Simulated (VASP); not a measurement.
# NaI in VASP: notebook

The runs below take NaI through single point, with PBE.

Everything below comes from runs of VASP 6.6.1. Logs are shortened: lines on timing, memory, paths and dates and some standing lists are left out, and cuts for length are marked.

### 1 The cell of the first run

Symmetry: F-43m, No. 216, cubic system. The conventional cell has a = 6.874 Å, b = 6.874 Å, c = 6.874 Å, α = 90.00°, β = 90.00°, γ = 90.00°. Na (site symmetry -43m) has 4 I at 2.98 Å within 3.9 Å. I (site symmetry -43m) has 4 Na at 2.98 Å within 3.9 Å.

### 2 Single point, PBE (strain -3.0%)

Contents of INCAR:

```
SYSTEM = NaI
PREC = Accurate
ENCUT = 520
EDIFF = 1E-6
ISMEAR = 0
SIGMA = 0.01
LREAL = .FALSE.
LASPH = .TRUE.
NELM = 60
ALGO = Normal
ISIF = 2
LWAVE = .FALSE.
LCHARG = .FALSE.
GGA = PE
NBANDS = 14
```

Contents of KPOINTS:

```
Automatic mesh
0
G
  4 4 4
  0 0 0
```

Contents of POSCAR:

```
NaI
1.0
    0.0000000000      3.4368958848      3.4368958848
    3.4368958848      0.0000000000      3.4368958848
    3.4368958848      3.4368958848      0.0000000000
Na I
1 1
Direct
    0.0000000000      0.0000000000      0.0000000000
    0.2500000000      0.2500000000      0.2500000000
```

Potentials or basis: VASP PAW PBE potentials, release 64 (Na_pv, I).

Run with:

```
> cat potpaw_PBE.64/Na_pv/POTCAR potpaw_PBE.64/I/POTCAR > POTCAR
> mpirun -np 1 vasp_std > vasp.out
```

OUTCAR:

```text
SYSTEM = NaI
   PREC = Accurate
   ENCUT = 520
   EDIFF = 1E-6
   ISMEAR = 0
   LREAL = .FALSE.
   LASPH = .TRUE.
   NELM = 60
   ISIF = 2
   GGA = PE

 ion  position               nearest neighbor table
   1  0.000  0.000  0.000-   2 2.98   2 2.98   2 2.98   2 2.98
   2  0.250  0.250  0.250-   1 2.98   1 2.98   1 2.98   1 2.98

  LATTYP: Found a face centered cubic cell.
 ALAT       =     6.8737917696

  Lattice vectors:

 A1 = (   0.0000000000,   3.4368958848,   3.4368958848)
 A2 = (   3.4368958848,   0.0000000000,   3.4368958848)
 A3 = (   3.4368958848,   3.4368958848,   0.0000000000)

Analysis of symmetry for initial positions (statically):
=====================================================================
 Subroutine PRICEL returns:
 Original cell was already a primitive cell.

 Routine SETGRP: Setting up the symmetry group for a
 face centered cubic supercell.

 Subroutine GETGRP returns: Found 24 space group operations
 (whereof 24 operations were pure point group operations)
 out of a pool of 48 trial point group operations.

The static configuration has the point symmetry T_d .

Analysis of symmetry for dynamics (positions and initial velocities):
=====================================================================
 Subroutine PRICEL returns:
 Original cell was already a primitive cell.

 Routine SETGRP: Setting up the symmetry group for a
 face centered cubic supercell.

 Subroutine GETGRP returns: Found 24 space group operations
 (whereof 24 operations were pure point group operations)
 out of a pool of 48 trial point group operations.

The dynamic configuration has the point symmetry T_d .

 Subroutine INISYM returns: Found 24 space group operations
 (whereof 24 operations are pure point group operations),
 and found     1 'primitive' translations

----------------------------------------------------------------------------------------

                                     Primitive cell

  volume of cell :      81.1950

  direct lattice vectors                    reciprocal lattice vectors
     0.000000000  3.436895885  3.436895885    -0.145480113  0.145480113  0.145480113
     3.436895885  0.000000000  3.436895885     0.145480113 -0.145480113  0.145480113
     3.436895885  3.436895885  0.000000000     0.145480113  0.145480113 -0.145480113

  length of vectors
     4.860504773  4.860504773  4.860504773     0.251978946  0.251978946  0.251978946

  position of ions in fractional coordinates (direct lattice)
     0.000000000  0.000000000  0.000000000
     0.250000000  0.250000000  0.250000000

  ion indices of the primitive-cell ions
   primitive index   ion index
                 1           1
                 2           2

----------------------------------------------------------------------------------------

 KPOINTS: Automatic mesh

Automatic generation of k-mesh.
 Grid dimensions read from file:
 generate k-points for:    4    4    4

 Generating k-lattice:

  Cartesian coordinates                     Fractional coordinates (reciprocal lattice)
    -0.036370028  0.036370028  0.036370028     0.250000000  0.000000000  0.000000000
     0.036370028 -0.036370028  0.036370028     0.000000000  0.250000000  0.000000000
     0.036370028  0.036370028 -0.036370028     0.000000000  0.000000000  0.250000000

  Length of vectors
     0.062994737  0.062994737  0.062994737

  Shift w.r.t. Gamma in fractional coordinates (k-lattice)
     0.000000000  0.000000000  0.000000000

 Subroutine IBZKPT returns following result:
 ===========================================

 Found      8 irreducible k-points:

 Following reciprocal coordinates:
            Coordinates               Weight
  0.000000  0.000000  0.000000      1.000000
  0.250000  0.000000  0.000000      8.000000
  0.500000  0.000000  0.000000      4.000000
  0.250000  0.250000  0.000000      6.000000
  0.500000  0.250000  0.000000     24.000000
 -0.250000  0.250000  0.000000     12.000000
  0.500000  0.500000  0.000000      3.000000
 -0.250000  0.500000  0.250000      6.000000
   k-points           NKPTS =      8   k-points in BZ     NKDIM =      8   number of bands    NBANDS=     14
   number of dos      NEDOS =    301   number of ions     NIONS =      2
   total plane-waves  NPLWV =  46656
   dimension x,y,z NGX =    36 NGY =   36 NGZ =   36
   dimension x,y,z NGXF=    72 NGYF=   72 NGZF=   72
   ions per type =               1   1
   NGX,Y,Z   is equivalent  to a cutoff of  12.31, 12.31, 12.31 a.u.
   NGXF,Y,Z  is equivalent  to a cutoff of  24.63, 24.63, 24.63 a.u.
 SYSTEM =  NaI
   PREC   = accura    normal or accurate (medium, high low for compatibility)
   ISTART =      0    job   : 0-new  1-cont  2-samecut
   ICHARG =      2    charge: 1-file 2-atom 10-const
   ISPIN  =      1    spin polarized calculation?
   LNONCOLLINEAR =      F non collinear calculations
   LSORBIT =      F    spin-orbit coupling
   LASPH  =      T    aspherical Exc in radial PAW
   ENCUT  =  520.0 eV  38.22 Ry    6.18 a.u.   9.04  9.04  9.04*2*pi/ulx,y,z
   NELM   =     60;   NELMIN=  2; NELMDL= -5     # of ELM steps
   EDIFF  = 0.1E-05   stopping-criterion for ELM
   LREAL  =      F    real-space projection
   EDIFFG = 0.1E-04   stopping-criterion for IOM
   NSW    =      0    number of steps for IOM
   IBRION =     -1    ionic relax: 0-MD 1-quasi-New 2-CG
   NFREE  =      0    steps in history (QN), initial steepest desc. (CG)
   ISIF   =      2    stress and relaxation
   ISYM   =      2    0-nonsym 1-usesym 2-fastsym
   POTIM  = 0.5000    time-step for ionic-motion
   TEBEG  =    0.0;   TEEND  =   0.0 temperature during run
   PSTRESS=    0.0 pullay stress
   NELECT =      14.0000    total number of electrons
   NUPDOWN=      -1.0000    fix difference up-down
   EMIN   =  10.00;   EMAX   =-10.00  energy-range for DOS
   EFERMI =   0.00;   METHOD = LEGACY
   ISMEAR =     0;   SIGMA  =   0.01  broadening in eV -4-tet -1-fermi 0-gaus
   EFERMI_NEDOS =   21; number of points for ismear=-14 and -15
   IALGO  =     38    algorithm
   IMIX   =      4    mixing-type and parameters
     AMIX     =   0.40;   BMIX     =  1.00
     AMIX_MAG =   1.60;   BMIX_MAG =  1.00
  volume/ion in A,a.u.               =      40.60       273.97
  Fermi-wavevector in a.u.,A,eV,Ry     =   0.911188  1.721895 11.296412  0.830263
  Thomas-Fermi vector in A             =   2.035438
   LORBIT       =      0    0 simple, 1 ext, 2 COOP (PROOUT), +10 PAW based schemes
   GGA     = PE    functional components
   LHFCALC =     F    Hartree Fock is set to
   AEXX    =    0.0000 exact exchange contribution
   IVDW    =     0    specifies the selected vdW correction
   LEPSILON=     F    determine dielectric tensor
   LRPA    =     F    only Hartree local field effects (RPA)
 non-spin polarized calculation
 Gauss-broadening in eV      SIGMA  =   0.01
  energy-cutoff  :      520.00
  volume of cell :       81.19
 maximum number of plane-waves:      2208
   NGX = 19   NGY = 19   NGZ = 19

 number of electron      13.9999995 magnetization

 Free energy of the ion-electron system (eV)
  ---------------------------------------------------
  ext. energy  EPLUGINS =         0.00000000
  ---------------------------------------------------
  free energy    TOTEN  =        -5.23892637 eV

  energy without entropy =       -5.23892637  energy(sigma->0) =       -5.23892637

 E-fermi :  -0.5679     XC(G=0):  -6.7929

 val. band max:       -0.6446171905   @ k =   0.0000   0.0000   0.0000
 cond. band min:       3.3357195188   @ k =   0.0000   0.0000   0.0000
 fundamental gap:      3.9803367094
 Fermi energy:        -0.5679241597

 k-point     1 :       0.0000    0.0000    0.0000
  band No.  band energies     occupation
      1     -22.5851      2.00000
      2     -22.5851      2.00000
      3     -22.5851      2.00000
      4     -11.2090      2.00000
      5      -0.6446      2.00000
      6      -0.6446      2.00000
      7      -0.6446      2.00000
      8       3.3357      0.00000
      9       7.4046      0.00000
     10       7.4046      0.00000
     11       7.4046      0.00000
     12       9.2011      0.00000
     13       9.2011      0.00000
     14      10.7139      0.00000

 k-point     2 :       0.2500    0.0000    0.0000
  band No.  band energies     occupation
      1     -22.5873      2.00000
      2     -22.5854      2.00000
      3     -22.5854      2.00000
      4     -11.1236      2.00000
      5      -1.4667      2.00000
      6      -0.7233      2.00000
      7      -0.7233      2.00000
      8       4.4612      0.00000
      9       6.9574      0.00000
     10       7.5033      0.00000
     11       7.5033      0.00000
     12       8.9297      0.00000
     13       8.9297      0.00000
     14      10.0008      0.00000

 k-point     3 :       0.5000    0.0000    0.0000
  band No.  band energies     occupation
      1     -22.5894      2.00000
      2     -22.5857      2.00000
      3     -22.5856      2.00000
      4     -11.0346      2.00000
      5      -2.0688      2.00000
      6      -0.7975      2.00000
      7      -0.7975      2.00000
      8       4.9225      0.00000
      9       7.1088      0.00000
     10       7.1088      0.00000
     11       7.3986      0.00000
     12      10.2724      0.00000
     13      10.9008      0.00000
     14      10.9008      0.00000
[... 52 lines left out ...]
 k-point     7 :       0.5000    0.5000    0.0000
  band No.  band energies     occupation
      1     -22.5897      2.00000
      2     -22.5864      2.00000
      3     -22.5864      2.00000
      4     -10.9780      2.00000
      5      -1.9590      2.00000
      6      -1.1079      2.00000
      7      -1.1079      2.00000
      8       4.4863      0.00000
      9       5.6201      0.00000
     10       8.9653      0.00000
     11      10.2517      0.00000
     12      10.2517      0.00000
     13      11.2511      0.00000
     14      11.4990      0.00000

 k-point     8 :      -0.2500    0.5000    0.2500
  band No.  band energies     occupation
      1     -22.5893      2.00000
      2     -22.5868      2.00000
      3     -22.5864      2.00000
      4     -10.9773      2.00000
      5      -1.6411      2.00000
      6      -1.5105      2.00000
      7      -1.1754      2.00000
      8       5.4449      0.00000
      9       7.0173      0.00000
     10       7.0652      0.00000
     11       7.4683      0.00000
     12      10.6395      0.00000
     13      11.0382      0.00000
     14      11.5075      0.00000

------------------------ aborting loop because EDIFF is reached ----------------------------------------

  FORCE on cell =-STRESS in cart. coord.  units (eV):
  Direction    XX          YY          ZZ          XY          YZ          ZX
  --------------------------------------------------------------------------------------
  -------------------------------------------------------------------------------------
  Total        0.8986439      0.8986439      0.8986439     -0.0000000     -0.0000000      0.0000000
  in kB       17.7324640     17.7324640     17.7324640     -0.0000000     -0.0000000      0.0000000
  external PRESSURE =      17.7324640 kB  Pullay stress =       0.0000000 kB

 VOLUME and BASIS-vectors are now :
 -----------------------------------------------------------------------------
  energy-cutoff  :      520.00
  volume of cell :       81.19
      direct lattice vectors                 reciprocal lattice vectors
     0.000000000  3.436895885  3.436895885    -0.145480113  0.145480113  0.145480113
     3.436895885  0.000000000  3.436895885     0.145480113 -0.145480113  0.145480113
     3.436895885  3.436895885  0.000000000     0.145480113  0.145480113 -0.145480113

 POSITION                                       TOTAL-FORCE (eV/Angst)
 -----------------------------------------------------------------------------------
      0.00000      0.00000      0.00000         0.000000     -0.000000      0.000000
      1.71845      1.71845      1.71845        -0.000000      0.000000     -0.000000
 -----------------------------------------------------------------------------------
    total drift:                                0.000002      0.000002      0.000002

  FREE ENERGIE OF THE ION-ELECTRON SYSTEM (eV)
  ---------------------------------------------------
  free  energy   TOTEN  =        -5.2389263704 eV

  energy  without entropy=       -5.2389263704  energy(sigma->0) =       -5.23892637
```

Wall time 14 s (1 thread of Intel Xeon Platinum 8259CL at 2.50GHz (Skylake/Cascade Lake), shared host); peak memory 0.2 GiB.

Results:

```
Free energy            : -5.2389 eV
Pressure               : 1.8 GPa
Band gap on the k mesh : 3.98 eV
```

Levels at points of the mesh, in eV from the valence-band top:
```tsv
k point	band 5	band 6	band 7	band 8	band 9	band 10
(0.00, 0.00, 0.00)	0.00	0.00	0.00	3.98	8.05	8.05
(0.50, 0.00, 0.00)	-1.42	-0.15	-0.15	5.57	7.75	7.75
(0.50, 0.50, 0.00)	-1.31	-0.46	-0.46	5.13	6.26	9.61
```

Caveat: the cell differs from its parent crystal (strain -3.0%); spin-orbit coupling is left out, which moves the levels of the heavy elements.

### 3 Single point, PBE

This run uses another cell than the first one, of 44.48 Å³/atom.

Contents of INCAR:

```
PREC = Accurate ; ENCUT = 520
EDIFF = 1E-6 ; ISMEAR = 0
SIGMA = 0.01 ; LREAL = False
LASPH = True ; NELM = 80
ALGO = Normal ; ISIF = 2
LWAVE = False ; LCHARG = True
GGA = PE ; LELF = True
LVHAR = True ; NBANDS = 14
```

Contents of KPOINTS:

```
Automatic mesh
0
Gamma
  4 4 4
```

Contents of POSCAR:

```
NaI
1.0
    0.0000000000      3.5431916338      3.5431916338
    3.5431916338      0.0000000000      3.5431916338
    3.5431916338      3.5431916338      0.0000000000
Na I
1 1
Direct
    0.0000000000      0.0000000000      0.0000000000
    0.2500000000      0.2500000000      0.2500000000
```

Potentials or basis: VASP PAW PBE potentials, release 64 (Na_pv, I).

Run with:

```
> cat potpaw_PBE.64/Na_pv/POTCAR potpaw_PBE.64/I/POTCAR > POTCAR
> mpirun -np 1 vasp_std > vasp.out
```

Run time: 25 s. Hardware: 1 thread of Intel Xeon Platinum 8259CL at 2.50GHz (Skylake/Cascade Lake), shared host; peak memory 0.24 GiB.

Results (log left out):

| Item | Value |
| --- | --- |
| Free energy | -5.2891 eV |
| Pressure | 0.4 GPa |
| Band gap on the k mesh | 3.82 eV |

Levels at points of the mesh, in eV from the valence-band top:
```
           k point  band 3  band 4  band 5  band 6  band 7  band 8  band 9  band 10  band 11  band 12
(0.00, 0.00, 0.00)  -22.09  -10.43    0.00    0.00    0.00    3.82    7.90     7.90     7.90     9.67
(0.50, 0.00, 0.00)  -22.09  -10.30   -1.22   -0.13   -0.13    5.41    7.66     7.66     7.72    10.54
(0.50, 0.50, 0.00)  -22.09  -10.26   -1.13   -0.40   -0.40    5.19    6.19     9.03    10.44    10.44
```

Caveat: spin-orbit coupling is left out, which moves the levels of the heavy elements.

(Continued in part 2 of 2.)
